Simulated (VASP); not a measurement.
# B (P3_121) in VASP: relaxation of cell and atoms with PBE

Aim: the relaxation of cell and atoms of B with PBE.

All numbers are computed with VASP 6.6.1; they aren't measurements. Logs are shortened: lines on timing, memory, paths and dates and some standing lists are left out, and cuts for length are marked.

## Step 1: The cell of the first run

The structure is trigonal, space group P3_121 (No. 152). Conventional cell: a = 2.791 Å, b = 2.791 Å, c = 3.167 Å, α = 90.00°, β = 90.00°, γ = 120.00°. B (site symmetry 2) has 2 B at 1.52 Å within 2.0 Å.

## Step 2: Relaxation of cell and atoms, PBE

The input, INCAR:

```
SYSTEM = B
PREC = Accurate ; ENCUT = 600
EDIFF = 1E-6 ; ISMEAR = 0
SIGMA = 0.1 ; LREAL = .FALSE.
LASPH = .TRUE. ; NELM = 60
ALGO = Normal ; ISIF = 3
LWAVE = .FALSE. ; LCHARG = .FALSE.
GGA = PE ; IBRION = 2
NSW = 90 ; EDIFFG = -0.04
```

The input, KPOINTS:

```
regular mesh
0
G
  9 9 6
  0 0 0
```

The input, POSCAR:

```
B
1.0
    2.7912484570      0.0000000000      0.0000000000
   -1.3956242285      2.4172920720      0.0000000000
    0.0000000000      0.0000000000      3.1667648111
B
3
Direct
    0.2254000000      0.0000000000      0.3333333333
    0.0000000000      0.2254000000      0.6666666667
    0.7746000000      0.7746000000      0.0000000000
```

Potentials or basis: VASP PAW PBE potentials, release 64 (B).

Command:

```bash
$ cat potpaw_PBE.64/B/POTCAR > POTCAR
$ mpirun -np 1 vasp_std > vasp.out
```

OUTCAR:

```text
SYSTEM = B
   PREC = Accurate
   ENCUT = 600
   EDIFF = 1E-6
   ISMEAR = 0
   LREAL = .FALSE.
   LASPH = .TRUE.
   NELM = 60
   ISIF = 3
   GGA = PE
   IBRION = 2
   NSW = 90
   EDIFFG = -0.04

 ion  position               nearest neighbor table
   1  0.225  0.000  0.333-   3 1.52   2 1.52
   2  0.000  0.225  0.667-   3 1.52   1 1.52
   3  0.775  0.775  0.000-   2 1.52   1 1.52

  LATTYP: Found a hexagonal cell.
 ALAT       =     2.7912484570
 C/A-ratio  =     1.1345334749

  Lattice vectors:

 A1 = (   2.7912484570,   0.0000000000,   0.0000000000)
 A2 = (  -1.3956242285,   2.4172920720,   0.0000000000)
 A3 = (   0.0000000000,   0.0000000000,   3.1667648111)

Analysis of symmetry for initial positions (statically):
=====================================================================
 Subroutine PRICEL returns:
 Original cell was already a primitive cell.

 Routine SETGRP: Setting up the symmetry group for a
 hexagonal supercell.

 Subroutine GETGRP returns: Found  6 space group operations
 (whereof  2 operations were pure point group operations)
 out of a pool of 24 trial point group operations.

The static configuration has the point symmetry C_2 .
 The point group associated with its full space group is D_3 .

Analysis of symmetry for dynamics (positions and initial velocities):
=====================================================================
 Subroutine PRICEL returns:
 Original cell was already a primitive cell.

 Routine SETGRP: Setting up the symmetry group for a
 hexagonal supercell.

 Subroutine GETGRP returns: Found  6 space group operations
 (whereof  2 operations were pure point group operations)
 out of a pool of 24 trial point group operations.

The dynamic configuration has the point symmetry C_2 .
 The point group associated with its full space group is D_3 .

 Subroutine INISYM returns: Found  6 space group operations
 (whereof  2 operations are pure point group operations),
 and found     1 'primitive' translations

----------------------------------------------------------------------------------------

                                     Primitive cell

  volume of cell :      21.3670

  direct lattice vectors                    reciprocal lattice vectors
     2.791248457  0.000000000  0.000000000     0.358262625  0.206843023  0.000000000
    -1.395624229  2.417292072  0.000000000     0.000000000  0.413686046  0.000000000
     0.000000000  0.000000000  3.166764811     0.000000000  0.000000000  0.315779687

  length of vectors
     2.791248457  2.791248457  3.166764811     0.413686046  0.413686046  0.315779687

  position of ions in fractional coordinates (direct lattice)
     0.225400000  0.000000000  0.333333333
     0.000000000  0.225400000  0.666666667
     0.774600000  0.774600000  0.000000000

  ion indices of the primitive-cell ions
   primitive index   ion index
                 1           1
                 2           2
                 3           3

----------------------------------------------------------------------------------------

 KPOINTS: regular mesh

Automatic generation of k-mesh.
 Grid dimensions read from file:
 generate k-points for:    9    9    6

 Generating k-lattice:

  Cartesian coordinates                     Fractional coordinates (reciprocal lattice)
     0.039806958  0.022982558  0.000000000     0.111111111 -0.000000000  0.000000000
     0.000000000  0.045965116  0.000000000     0.000000000  0.111111111  0.000000000
     0.000000000  0.000000000  0.052629948     0.000000000  0.000000000  0.166666667

  Length of vectors
     0.045965116  0.045965116  0.052629948

  Shift w.r.t. Gamma in fractional coordinates (k-lattice)
     0.000000000  0.000000000  0.000000000

 Subroutine IBZKPT returns following result:
 ===========================================

 Found     62 irreducible k-points:

 Following reciprocal coordinates:
            Coordinates               Weight
  0.000000  0.000000  0.000000      1.000000
  0.111111 -0.000000  0.000000      6.000000
  0.222222 -0.000000  0.000000      6.000000
  0.333333  0.000000  0.000000      6.000000
  0.444444 -0.000000  0.000000      6.000000
  0.111111  0.111111  0.000000      6.000000
[... 16 lines left out ...]
  0.222222  0.111111  0.166667     12.000000
 -0.111111  0.333333  0.166667     12.000000
 [... further k-points ...]
   k-points           NKPTS =     62   k-points in BZ     NKDIM =     62   number of bands    NBANDS=      8
   number of dos      NEDOS =    301   number of ions     NIONS =      3
   total plane-waves  NPLWV =  16128
   dimension x,y,z NGX =    24 NGY =   24 NGZ =   28
   dimension x,y,z NGXF=    48 NGYF=   48 NGZF=   56
   ions per type =               3
   NGX,Y,Z   is equivalent  to a cutoff of  14.29, 14.29, 14.70 a.u.
   NGXF,Y,Z  is equivalent  to a cutoff of  28.59, 28.59, 29.40 a.u.
 SYSTEM =  B
   PREC   = accura    normal or accurate (medium, high low for compatibility)
   ISTART =      0    job   : 0-new  1-cont  2-samecut
   ICHARG =      2    charge: 1-file 2-atom 10-const
   ISPIN  =      1    spin polarized calculation?
   LNONCOLLINEAR =      F non collinear calculations
   LSORBIT =      F    spin-orbit coupling
   LASPH  =      T    aspherical Exc in radial PAW
   ENCUT  =  600.0 eV  44.10 Ry    6.64 a.u.   5.57  5.57  6.32*2*pi/ulx,y,z
   NELM   =     60;   NELMIN=  2; NELMDL= -5     # of ELM steps
   EDIFF  = 0.1E-05   stopping-criterion for ELM
   LREAL  =      F    real-space projection
   EDIFFG = -.4E-01   stopping-criterion for IOM
   NSW    =     90    number of steps for IOM
   IBRION =      2    ionic relax: 0-MD 1-quasi-New 2-CG
   NFREE  =      1    steps in history (QN), initial steepest desc. (CG)
   ISIF   =      3    stress and relaxation
   ISYM   =      2    0-nonsym 1-usesym 2-fastsym
   POTIM  = 0.5000    time-step for ionic-motion
   TEBEG  =    0.0;   TEEND  =   0.0 temperature during run
   PSTRESS=    0.0 pullay stress
   NELECT =       9.0000    total number of electrons
   NUPDOWN=      -1.0000    fix difference up-down
   EMIN   =  10.00;   EMAX   =-10.00  energy-range for DOS
   EFERMI =   0.00;   METHOD = LEGACY
   ISMEAR =     0;   SIGMA  =   0.10  broadening in eV -4-tet -1-fermi 0-gaus
   EFERMI_NEDOS =   21; number of points for ismear=-14 and -15
   IALGO  =     38    algorithm
   IMIX   =      4    mixing-type and parameters
     AMIX     =   0.40;   BMIX     =  1.00
     AMIX_MAG =   1.60;   BMIX_MAG =  1.00
  volume/ion in A,a.u.               =       7.12        48.06
  Fermi-wavevector in a.u.,A,eV,Ry     =   1.227179  2.319032 20.489937  1.505968
  Thomas-Fermi vector in A             =   2.362152
   LORBIT       =      0    0 simple, 1 ext, 2 COOP (PROOUT), +10 PAW based schemes
   GGA     = PE    functional components
   LHFCALC =     F    Hartree Fock is set to
   AEXX    =    0.0000 exact exchange contribution
   IVDW    =     0    specifies the selected vdW correction
   LEPSILON=     F    determine dielectric tensor
   LRPA    =     F    only Hartree local field effects (RPA)
 conjugate gradient relaxation of ions
 non-spin polarized calculation
 Gauss-broadening in eV      SIGMA  =   0.10
  energy-cutoff  :      600.00
  volume of cell :       21.37
 maximum number of plane-waves:       733
 NGX is ok and might be reduce to    24
   NGX = 11   NGY = 11   NGZ = 13

--------------------------------------- Ionic step        1  -------------------------------------------

 number of electron       9.0000000 magnetization

 Free energy of the ion-electron system (eV)
  ---------------------------------------------------
  ext. energy  EPLUGINS =         0.00000000
  ---------------------------------------------------
  free energy    TOTEN  =       -15.26772539 eV

  energy without entropy =      -15.25832537  energy(sigma->0) =      -15.26302538

------------------------ aborting loop because EDIFF is reached ----------------------------------------

  FORCE on cell =-STRESS in cart. coord.  units (eV):
  Direction    XX          YY          ZZ          XY          YZ          ZX
  --------------------------------------------------------------------------------------
  -------------------------------------------------------------------------------------
  Total        2.1026981      2.1026981     10.4670577      0.0000000     -0.0000000      0.0000000
  in kB      157.6681889    157.6681889    784.8592231      0.0000000     -0.0000000      0.0000000
  external PRESSURE =     366.7318670 kB  Pullay stress =       0.0000000 kB
[... 92 lines left out ...]
  FREE ENERGIE OF THE ION-ELECTRON SYSTEM (eV)
  ---------------------------------------------------
  free  energy   TOTEN  =       -16.3564041792 eV

  energy  without entropy=      -16.3510257897  energy(sigma->0) =      -16.35371498

[... ionic steps 4 to 14 ...]

--------------------------------------- Ionic step       15  -------------------------------------------

 number of electron       9.0000000 magnetization

------------------------ aborting loop because EDIFF is reached ----------------------------------------

  FORCE on cell =-STRESS in cart. coord.  units (eV):
  Direction    XX          YY          ZZ          XY          YZ          ZX
  --------------------------------------------------------------------------------------
  -------------------------------------------------------------------------------------
  Total        0.4221959      0.4221959      0.5654917      0.0000000      0.0000000      0.0000000
  in kB       34.2433729     34.2433729     45.8657756      0.0000000      0.0000000      0.0000000
  external PRESSURE =      38.1175072 kB  Pullay stress =       0.0000000 kB
[... 59 lines left out ...]
  energy  without entropy=      -16.8360626572  energy(sigma->0) =      -16.83829239

--------------------------------------- Ionic step       17  -------------------------------------------

 number of electron       9.0000000 magnetization

 Free energy of the ion-electron system (eV)
  ---------------------------------------------------
  ext. energy  EPLUGINS =         0.00000000
  ---------------------------------------------------
  free energy    TOTEN  =       -16.84207516 eV

  energy without entropy =      -16.83744884  energy(sigma->0) =      -16.83976200

 E-fermi :   6.9917     XC(G=0): -12.3816

 val. band max:        6.9776653942   @ k =   0.3333   0.1111   0.5000
 cond. band min:       7.0479489116   @ k =   0.2222   0.2222   0.3333
 fundamental gap:      0.0702835174
 Fermi energy:         6.9917458932

 k-point     1 :       0.0000    0.0000    0.0000
  band No.  band energies     occupation
      1      -8.7551      2.00000
      2       1.6945      2.00000
      3       1.6945      2.00000
      4      11.1175      0.00000
      5      11.1819      0.00000
      6      11.1819      0.00000
      7      11.2468      0.00000
      8      20.5114      0.00000
[... 243 lines left out ...]
 k-point    24 :      -0.1111    0.3333    0.1667
  band No.  band energies     occupation
      1      -6.4437      2.00000
      2       0.4590      2.00000
      3       3.7512      2.00000
      4       5.4994      2.00000
      5       6.0052      2.00000
      6      11.7667      0.00000
      7      12.7941      0.00000
      8      17.1612      0.00000

 [... further k-points ...]
[... 5 lines left out ...]
  --------------------------------------------------------------------------------------
  -------------------------------------------------------------------------------------
  Total       -0.0420568     -0.0420568     -0.0488355     -0.0000000      0.0000000      0.0000000
  in kB       -3.3530400     -3.3530400     -3.8934853     -0.0000000      0.0000000      0.0000000
  external PRESSURE =      -3.5331885 kB  Pullay stress =       0.0000000 kB
[... 18 lines left out ...]
  FREE ENERGIE OF THE ION-ELECTRON SYSTEM (eV)
  ---------------------------------------------------
  free  energy   TOTEN  =       -16.8420751568 eV

  energy  without entropy=      -16.8374488363  energy(sigma->0) =      -16.83976200

 reached required accuracy - stopping structural energy minimisation
```

Wall time 2.1 min (1 thread of Intel Xeon 8259CL, shared host); peak memory 0.14 GiB.

Results:

```
Free energy                           : -16.8421 eV
Relaxed volume                        : 6.70 Å³/atom
Relaxed cell                          : a = 2.629 Å, b = 2.629 Å, c = 3.358 Å, α = 90.00°, β = 90.00°, γ = 120.00°
Space group after relaxing (to 0.1 Å) : R-3m (No. 166)
Energy gained by relaxing             : 524.8 meV/atom
Ionic steps                           : 17
Pressure after relaxing               : -0.4 GPa
Largest force after relaxing          : 0.005 eV/Å
Band gap on the k mesh                : zero (an odd number of electrons rules out a gap without spin polarisation)
```

Forces on the atoms (eV/Å):
```
B   -0.005  0.000  0.000
B    0.002 -0.004  0.000
B    0.002  0.004  0.000
```

The path:
```csv
step,energy change (eV),largest force (eV/Å),pressure (GPa),volume (Å³)
1,0.0000,4.6847,36.67,21.37
2,-0.6008,0.3530,-38.05,26.68
3,-1.0887,0.4264,-18.49,24.00
4,-1.0893,0.4703,-17.82,23.95
5,-1.4281,0.5163,-8.41,21.74
6,-1.5055,0.5124,0.34,20.51
7,-1.5076,0.4896,2.80,20.24
8,-1.5397,0.1735,0.49,20.21
9,-1.5475,0.0571,-0.58,20.19
10,-1.5521,0.0001,-1.23,20.15
11,-1.5631,0.0002,1.65,19.92
12,-1.5327,0.0646,11.30,19.23
13,-1.5690,0.0082,4.18,19.72
14,-1.5706,0.0074,3.83,19.75
15,-1.5706,0.0071,3.81,19.75
16,-1.5728,0.0064,2.46,19.86
17,-1.5743,0.0046,-0.35,20.10
```

Final structure:
```xyz
3
Lattice="2.6288 0.0000 0.0000 -1.3144 2.2766 0.0000 0.0000 0.0000 3.3578" Properties=species:S:1:pos:R:3 pbc="T T T"
B     0.8806    0.0000    1.1193
B     2.1885    0.7626    2.2386
B     0.8741    1.5140    3.3578
```
